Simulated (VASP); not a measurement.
Wanted: the native input for a VASP 6.6.1 run.

* Task: single point
* Functional: PBE
* Potentials or basis: VASP PAW PBE potentials, release 64 (Hf_pv, O)
* Cutoff: 520 eV
* k mesh: 9 × 9 × 9
* Occupations: gaussian, width 0.016 eV
* Spin: no spin polarisation
* Dipole correction: no
* Further INCAR settings: ALGO = Normal; EDIFF = 1e-06; NBANDS = 18

The structure of HfO2 lies in POSCAR:

```
HfO2
1.0
    0.0000000000      2.5575000000      2.5575000000
    2.5575000000      0.0000000000      2.5575000000
    2.5575000000      2.5575000000      0.0000000000
Hf O
1 2
Direct
    0.0000000000      0.0000000000      0.0000000000
    0.7500000000      0.7500000000      0.7500000000
    0.2500000000      0.2500000000      0.2500000000
```

One way to write it, as run:

INCAR

```
SYSTEM = HfO2
PREC = Accurate
ENCUT = 520
EDIFF = 1E-6
ISMEAR = 0
SIGMA = 0.016
LREAL = .False.
LASPH = .True.
NELM = 60
ALGO = Normal
ISIF = 2
LWAVE = .False.
LCHARG = .True.
GGA = PE
LELF = .True.
LVHAR = .True.
NBANDS = 18
```

KPOINTS

```
regular mesh
0
Gamma
  9 9 9
  0 0 0
```

Potentials or basis: VASP PAW PBE potentials, release 64 (Hf_pv, O).

Command:

```console
$ cat potpaw_PBE.64/Hf_pv/POTCAR potpaw_PBE.64/O/POTCAR > POTCAR
$ mpirun -np 1 vasp_std > vasp.out
```

It gave:

```yaml
Pressure: -6.0 GPa
Band_gap_on_the_k_mesh: 3.84 eV, indirect (least direct gap 3.95 eV)
```

Caveat: spin-orbit coupling is left out, which moves the levels of the heavy elements.

Wall time 40 s on 1 thread of AMD EPYC 7R43 64-Core Processor (Zen 3), with other jobs on the host, peak memory 0.13 GiB.
